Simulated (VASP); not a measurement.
**MnS: single point with PBE**

MnS:

```xyz
2
Lattice="0.0000 2.6217 2.6217 2.6217 0.0000 2.6217 2.6217 2.6217 0.0000" Properties=species:S:1:pos:R:3 pbc="T T T"
Mn    0.0000    0.0000    0.0000
S     2.6217    2.6217    2.6217
```

```json
{"Program": "VASP 6.6.1", "Task": "single point", "Functional": "PBE", "Potentials or basis": "VASP PAW PBE potentials, release 64 (Mn_pv, S)", "Cutoff": "520 eV", "k mesh": "9 × 9 × 9", "Occupations": "fermi-dirac, width 0.05 eV", "Spin": "collinear spin, ferromagnetic start", "Starting moments": "[4.0, 0.0] μB", "Dipole correction": "no", "Further INCAR settings": "ALGO = Normal; EDIFF = 1e-07; NBANDS = 20"}
```

```
Pressure                                              : -3.9 GPa
Net moment                                            : 4.76 μB per cell
Site moments                                          : Mn +4.29; S +0.11 μB
Valence electrons inside the program's atomic spheres : Mn 11.29; S 3.72
```

Levels at points of the mesh, in eV from the Fermi level:
Spin up:
```csv
k point,band 10,band 11,band 12,band 13,band 14,band 15
"(0.00, 0.00, 0.00)",-1.84,-1.84,-1.84,1.58,8.56,8.56
```
Spin down:
| k point | band 3 | band 4 | band 5 | band 6 | band 7 | band 8 | band 9 | band 10 | band 11 | band 12 |
| --- | --- | --- | --- | --- | --- | --- | --- | --- | --- | --- |
| (0.00, 0.00, 0.00) | -46.15 | -14.14 | -1.62 | -1.62 | -1.62 | 0.37 | 0.37 | 0.37 | 0.41 | 0.41 |

It took 94 s on 1 thread of Intel(R) Xeon(R) Platinum 8375C CPU @ 2.90GHz (Ice Lake) (shared host), peak memory 0.19 GiB.

Caveat: a cell with one magnetic atom can't hold antiferromagnetic order, which such compounds often take; semilocal functionals often make such compounds metallic where correlation or magnetic order opens a gap, which also shifts bond lengths. With open d or f shells a metallic result of PBE can be an artefact of self-interaction; +U or a hybrid may open a gap.
